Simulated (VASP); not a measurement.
# WC (P1) in VASP: single point with r2SCAN

Aim: the single point of WC with r2SCAN.

Program: VASP 6.6.1. These are calculated values, not measurements. Logs are shortened: lines on timing, memory, paths and dates and some standing lists are left out, and cuts for length are marked.

## 1. The cell of the first run

The typed cell holds 2 atoms: a = 2.901 Å, b = 2.901 Å, c = 2.829 Å, α = 90.00°, β = 90.00°, γ = 120.00°.

## 2. Single point, r2SCAN (atom 1 (W) moved by (+0.225, -0.450) A along [1 1 0] and z)

POSCAR

```
WC
1.0
    2.9005014360      0.0000000000      0.0000000000
   -1.4502507180      2.5119079273      0.0000000000
    0.0000000000      0.0000000000      2.8290000000
W C
1 1
Direct
    0.0865212091      0.0633379210     -0.1590668081
    0.6666666667      0.3333333333      0.5000000000
```

INCAR.step1

```
PREC     = Accurate       # precision mode
ENCUT    = 520            # plane-wave cutoff, eV
ISMEAR   = 0              # smearing method
SIGMA    = 0.15           # smearing width, eV
LREAL    = False          # projectors in reciprocal space
LASPH    = True           # aspherical terms in the spheres
NELM     = 80             # most SCF steps
NBANDS   = 16             # bands
GGA      = PE             # functional
ALGO     = Normal         # electronic algorithm
EDIFF    = 1E-4           # SCF threshold, eV
LWAVE    = True           # write WAVECAR
LCHARG   = False          # write CHGCAR
```

INCAR.step2

```
PREC     = Accurate       # precision mode
ENCUT    = 520            # plane-wave cutoff, eV
EDIFF    = 1E-6           # SCF threshold, eV
ISMEAR   = 0              # smearing method
SIGMA    = 0.15           # smearing width, eV
LREAL    = False          # projectors in reciprocal space
LASPH    = True           # aspherical terms in the spheres
NELM     = 80             # most SCF steps
ALGO     = Normal         # electronic algorithm
ISIF     = 2              # what is computed and relaxed
LWAVE    = False          # write WAVECAR
LCHARG   = True           # write CHGCAR
METAGGA  = R2SCAN         # meta-GGA
LMIXTAU  = True         
LELF     = True           # ELF
LVHAR    = True         
NBANDS   = 16             # bands
ISTART   = 1
```

KPOINTS

```
regular mesh
0
Gamma
  18 18 16
```

Potentials or basis: VASP PAW PBE potentials, release 64 (W_sv, C).

The run is started by

```sh
$ cat potpaw_PBE.64/W_sv/POTCAR potpaw_PBE.64/C/POTCAR > POTCAR
$ cp INCAR.step1 INCAR
$ mpirun -np 1 vasp_std > vasp.out
$ cp INCAR.step2 INCAR
$ mpirun -np 1 vasp_std > vasp.out
```

OUTCAR:

```text
PREC = Accurate
   ENCUT = 520
   EDIFF = 1E-6
   ISMEAR = 0
   LREAL = False
   LASPH = True
   NELM = 80
   ISIF = 2
   METAGGA = R2SCAN
   ISTART = 1

 ion  position               nearest neighbor table
   1  0.087  0.063  0.841-   2 1.75   2 2.00   2 2.08   2 2.37   2 2.55   2 2.62
   2  0.667  0.333  0.500-   1 1.75   1 2.00   1 2.08   1 2.37   1 2.55   1 2.62

  LATTYP: Found a hexagonal cell.
 ALAT       =     2.9005014360
 C/A-ratio  =     0.9753485949

  Lattice vectors:

 A1 = (   2.9005014360,   0.0000000000,   0.0000000000)
 A2 = (  -1.4502507180,   2.5119079273,   0.0000000000)
 A3 = (   0.0000000000,   0.0000000000,   2.8290000000)

Analysis of symmetry for initial positions (statically):
=====================================================================
 Subroutine PRICEL returns:
 Original cell was already a primitive cell.

 Routine SETGRP: Setting up the symmetry group for a
 hexagonal supercell.

 Subroutine GETGRP returns: Found  1 space group operations
 (whereof  1 operations were pure point group operations)
 out of a pool of 24 trial point group operations.

The static configuration has the point symmetry C_1 .

Analysis of symmetry for dynamics (positions and initial velocities):
=====================================================================
 Subroutine PRICEL returns:
 Original cell was already a primitive cell.

 Routine SETGRP: Setting up the symmetry group for a
 hexagonal supercell.

 Subroutine GETGRP returns: Found  1 space group operations
 (whereof  1 operations were pure point group operations)
 out of a pool of 24 trial point group operations.

The dynamic configuration has the point symmetry C_1 .

 Subroutine INISYM returns: Found  1 space group operations
 (whereof  1 operations are pure point group operations),
 and found     1 'primitive' translations

----------------------------------------------------------------------------------------

                                     Primitive cell

  volume of cell :      20.6115

  direct lattice vectors                    reciprocal lattice vectors
     2.900501436  0.000000000  0.000000000     0.344767973  0.199051882  0.000000000
    -1.450250718  2.511907927  0.000000000     0.000000000  0.398103764  0.000000000
     0.000000000  0.000000000  2.829000000     0.000000000  0.000000000  0.353481796

  length of vectors
     2.900501436  2.900501436  2.829000000     0.398103764  0.398103764  0.353481796

  position of ions in fractional coordinates (direct lattice)
     0.086521209  0.063337921  0.840933192
     0.666666667  0.333333333  0.500000000

  ion indices of the primitive-cell ions
   primitive index   ion index
                 1           1
                 2           2

----------------------------------------------------------------------------------------

 KPOINTS: regular mesh

Automatic generation of k-mesh.
 Grid dimensions read from file:
 generate k-points for:   18   18   16

 Generating k-lattice:

  Cartesian coordinates                     Fractional coordinates (reciprocal lattice)
     0.019153776  0.011058438  0.000000000     0.055555556  0.000000000  0.000000000
     0.000000000  0.022116876  0.000000000     0.000000000  0.055555556  0.000000000
     0.000000000  0.000000000  0.022092612     0.000000000  0.000000000  0.062500000

  Length of vectors
     0.022116876  0.022116876  0.022092612

  Shift w.r.t. Gamma in fractional coordinates (k-lattice)
     0.000000000  0.000000000  0.000000000

 Subroutine IBZKPT returns following result:
 ===========================================

 Found   2596 irreducible k-points:

 Following reciprocal coordinates:
            Coordinates               Weight
  0.000000  0.000000  0.000000      1.000000
  0.055556  0.000000  0.000000      2.000000
  0.000000  0.055556  0.000000      2.000000
 -0.055556  0.055556  0.000000      2.000000
  0.111111  0.000000  0.000000      2.000000
  0.000000  0.111111  0.000000      2.000000
[... 16 lines left out ...]
  0.444444 -0.000000  0.000000      2.000000
  0.000000  0.444444  0.000000      2.000000
 [... further k-points ...]
   k-points           NKPTS =   2596   k-points in BZ     NKDIM =   2596   number of bands    NBANDS=     16
   number of dos      NEDOS =    301   number of ions     NIONS =      2
   total plane-waves  NPLWV =  13824
   dimension x,y,z NGX =    24 NGY =   24 NGZ =   24
   dimension x,y,z NGXF=    48 NGYF=   48 NGZF=   48
   ions per type =               1   1
   NGX,Y,Z   is equivalent  to a cutoff of  13.76, 13.76, 14.10 a.u.
   NGXF,Y,Z  is equivalent  to a cutoff of  27.51, 27.51, 28.21 a.u.
 SYSTEM =  unknown system
   PREC   = accura    normal or accurate (medium, high low for compatibility)
   ISTART =      1    job   : 0-new  1-cont  2-samecut
   ICHARG =      0    charge: 1-file 2-atom 10-const
   ISPIN  =      1    spin polarized calculation?
   LNONCOLLINEAR =      F non collinear calculations
   LSORBIT =      F    spin-orbit coupling
   LASPH  =      T    aspherical Exc in radial PAW
   ENCUT  =  520.0 eV  38.22 Ry    6.18 a.u.   5.39  5.39  5.26*2*pi/ulx,y,z
   NELM   =     80;   NELMIN=  2; NELMDL=  0     # of ELM steps
   EDIFF  = 0.1E-05   stopping-criterion for ELM
   LREAL  =      F    real-space projection
   EDIFFG = 0.1E-04   stopping-criterion for IOM
   NSW    =      0    number of steps for IOM
   IBRION =     -1    ionic relax: 0-MD 1-quasi-New 2-CG
   NFREE  =      0    steps in history (QN), initial steepest desc. (CG)
   ISIF   =      2    stress and relaxation
   ISYM   =      2    0-nonsym 1-usesym 2-fastsym
   POTIM  = 0.5000    time-step for ionic-motion
   TEBEG  =    0.0;   TEEND  =   0.0 temperature during run
   PSTRESS=    0.0 pullay stress
   NELECT =      18.0000    total number of electrons
   NUPDOWN=      -1.0000    fix difference up-down
   EMIN   =  10.00;   EMAX   =-10.00  energy-range for DOS
   EFERMI =   0.00;   METHOD = LEGACY
   ISMEAR =     0;   SIGMA  =   0.15  broadening in eV -4-tet -1-fermi 0-gaus
   EFERMI_NEDOS =   21; number of points for ismear=-14 and -15
   IALGO  =     38    algorithm
   IMIX   =      4    mixing-type and parameters
     AMIX     =   0.40;   BMIX     =  1.00
     AMIX_MAG =   1.60;   BMIX_MAG =  1.00
  volume/ion in A,a.u.               =      10.31        69.55
  Fermi-wavevector in a.u.,A,eV,Ry     =   1.564813  2.957068 33.315762  2.448639
  Thomas-Fermi vector in A             =   2.667381
   LORBIT       =      0    0 simple, 1 ext, 2 COOP (PROOUT), +10 PAW based schemes
   METAGGA = R2SCAN    functional components
   LHFCALC =     F    Hartree Fock is set to
   AEXX    =    0.0000 exact exchange contribution
   IVDW    =     0    specifies the selected vdW correction
   LEPSILON=     F    determine dielectric tensor
   LRPA    =     F    only Hartree local field effects (RPA)
 non-spin polarized calculation
 Gauss-broadening in eV      SIGMA  =   0.15
  energy-cutoff  :      520.00
  volume of cell :       20.61
 maximum number of plane-waves:       580
 NGX is ok and might be reduce to    24
   NGX = 11   NGY = 11   NGZ = 11

 number of electron      17.9999999 magnetization

 Free energy of the ion-electron system (eV)
  ---------------------------------------------------
  ext. energy  EPLUGINS =         0.00000000
  ---------------------------------------------------
  free energy    TOTEN  =       -59.23288102 eV

  energy without entropy =      -59.22648133  energy(sigma->0) =      -59.22968117

 E-fermi :  11.6032     XC(G=0): -14.8392

 val. band max:       11.6027485193   @ k =  -0.3333   0.1111  -0.0625
 cond. band min:      11.6050542325   @ k =   0.2778   0.0556   0.0625
 fundamental gap:      0.0023057132
 Fermi energy:        11.6031661715

 k-point     1 :       0.0000    0.0000    0.0000
  band No.  band energies     occupation
      1     -64.5506      2.00000
      2     -28.1690      2.00000
      3     -27.8699      2.00000
      4     -27.8200      2.00000
      5      -4.1318      2.00000
      6       4.7315      2.00000
[... 8 lines left out ...]
     15      23.0613      0.00000
     16      28.0388      0.00000

 k-point     2 :       0.0556    0.0000    0.0000
  band No.  band energies     occupation
      1     -64.5483      2.00000
      2     -28.1893      2.00000
      3     -27.8779      2.00000
      4     -27.8280      2.00000
      5      -4.0351      2.00000
      6       4.7480      2.00000
[... 8 lines left out ...]
     15      23.2873      0.00000
     16      28.1591      0.00000

 k-point     3 :       0.0000    0.0556    0.0000
  band No.  band energies     occupation
      1     -64.5484      2.00000
      2     -28.1762      2.00000
      3     -27.8745      2.00000
      4     -27.8422      2.00000
      5      -4.0497      2.00000
      6       4.7604      2.00000
[... 8 lines left out ...]
     15      23.2134      0.00000
     16      27.9770      0.00000

 k-point     4 :      -0.0556    0.0556    0.0000
  band No.  band energies     occupation
      1     -64.5484      2.00000
      2     -28.1780      2.00000
      3     -27.8856      2.00000
      4     -27.8301      2.00000
      5      -4.0441      2.00000
      6       4.7593      2.00000
[... 8 lines left out ...]
     15      23.2337      0.00000
     16      27.9120      0.00000

 k-point     5 :       0.1111    0.0000    0.0000
  band No.  band energies     occupation
      1     -64.5419      2.00000
      2     -28.2561      2.00000
      3     -27.8937      2.00000
      4     -27.8487      2.00000
      5      -3.7539      2.00000
      6       4.7352      2.00000
[... 8 lines left out ...]
     15      23.9027      0.00000
     16      28.5126      0.00000

 k-point     6 :       0.0000    0.1111    0.0000
  band No.  band energies     occupation
      1     -64.5422      2.00000
      2     -28.2017      2.00000
      3     -27.9246      2.00000
      4     -27.8633      2.00000
      5      -3.8129      2.00000
      6       4.7944      2.00000
[... 8 lines left out ...]
     15      23.6190      0.00000
     16      27.8681      0.00000
[... 267 lines left out ...]
 k-point    21 :       0.0000    0.3889    0.0000
  band No.  band energies     occupation
      1     -64.4872      2.00000
      2     -28.7503      2.00000
      3     -28.2209      2.00000
      4     -27.8265      2.00000
      5      -1.7537      2.00000
      6       3.9985      2.00000
[... 8 lines left out ...]
     15      25.5764      0.00000
     16      27.2384      0.00000

 k-point    22 :      -0.3889    0.3889    0.0000
  band No.  band energies     occupation
      1     -64.4864      2.00000
      2     -28.8119      2.00000
      3     -28.1898      2.00000
      4     -27.8177      2.00000
      5      -1.4841      2.00000
      6       3.8306      2.00000
[... 8 lines left out ...]
     15      25.6776      0.00000
     16      27.4280      0.00000

 k-point    23 :       0.4444   -0.0000    0.0000
  band No.  band energies     occupation
      1     -64.4784      2.00000
      2     -29.0519      2.00000
      3     -28.0619      2.00000
      4     -27.8360      2.00000
      5      -0.6527      2.00000
      6       3.4270      2.00000
[... 8 lines left out ...]
     15      27.4239      0.00000
     16      29.5293      0.00000

 k-point    24 :       0.0000    0.4444    0.0000
  band No.  band energies     occupation
      1     -64.4809      2.00000
      2     -28.8251      2.00000
      3     -28.2403      2.00000
      4     -27.8191      2.00000
      5      -1.5446      2.00000
      6       4.1172      2.00000
[... 8 lines left out ...]
     15      25.8856      0.00000
     16      26.5034      0.00000

 [... further k-points ...]
[... 5 lines left out ...]
  --------------------------------------------------------------------------------------
  -------------------------------------------------------------------------------------
  Total       11.4085165      5.1547376      7.9851385      3.3864699     -3.3447664     -4.8055106
  in kB      886.8088304    400.6889790    620.7022019    263.2376809   -259.9959764   -373.5428002
  external PRESSURE =     636.0666704 kB  Pullay stress =       0.0000000 kB

 VOLUME and BASIS-vectors are now :
 -----------------------------------------------------------------------------
  energy-cutoff  :      520.00
  volume of cell :       20.61
      direct lattice vectors                 reciprocal lattice vectors
     2.900501436  0.000000000  0.000000000     0.344767973  0.199051882  0.000000000
    -1.450250718  2.511907927  0.000000000     0.000000000  0.398103764  0.000000000
     0.000000000  0.000000000  2.829000000     0.000000000  0.000000000  0.353481796

 POSITION                                       TOTAL-FORCE (eV/Angst)
 -----------------------------------------------------------------------------------
      0.15910      0.15910      2.37900        -5.384287     -3.952314      8.764353
      1.45025      0.83730      1.41450         5.384287      3.952314     -8.764353
 -----------------------------------------------------------------------------------
    total drift:                               -0.000543     -0.000451      0.001394

  FREE ENERGIE OF THE ION-ELECTRON SYSTEM (eV)
  ---------------------------------------------------
  free  energy   TOTEN  =       -59.2328810163 eV

  energy  without entropy=      -59.2264813334  energy(sigma->0) =      -59.22968117
```

Run time: 40 min. Hardware: 1 thread of Oxide Virtual Turin-like, shared host; peak memory 0.85 GiB.

What came out:

```yaml
Free_energy: -59.2329 eV
Pressure: 63.6 GPa
Largest_force: 11.019 eV/Å
Band_gap_on_the_k_mesh: zero (bands 9 and 10 overlap by 1.55 eV)
```

Forces in eV/Å, atoms in the order of the input:
```
W   -5.384 -3.952  8.764
C    5.384  3.952 -8.764
```

Levels at points of the mesh, in eV from the Fermi level:
```tsv
k point	band 7	band 8	band 9	band 10	band 11	band 12
(0.00, 0.00, 0.00)	-5.49	-5.10	1.28	2.60	3.05	5.86
(0.50, 0.00, 0.00)	-4.74	-3.32	-2.04	3.25	3.41	3.63
(0.00, 0.50, 0.00)	-5.70	-3.40	-1.28	3.21	3.65	4.58
(0.50, 0.50, 0.00)	-5.68	-3.45	-1.11	3.13	3.52	4.26
(0.00, 0.00, 0.50)	-5.31	-4.20	-0.85	0.03	4.26	5.02
(0.50, 0.00, 0.50)	-4.72	-3.54	-0.79	3.85	4.89	6.17
(0.00, 0.50, 0.50)	-5.79	-4.60	0.29	3.42	5.00	6.12
(0.50, 0.50, 0.50)	-5.36	-4.19	0.00	3.14	4.99	5.85
```

Caveat: the cell differs from its parent crystal (atom 1 (W) moved by (+0.225, -0.450) A along [1 1 0] and z); the stress differs along the axes, from 40 to 89 GPa; the PAW data sets were made with another functional, which shifts forces and pressure a little; spin-orbit coupling is left out, which moves the levels of the heavy elements.
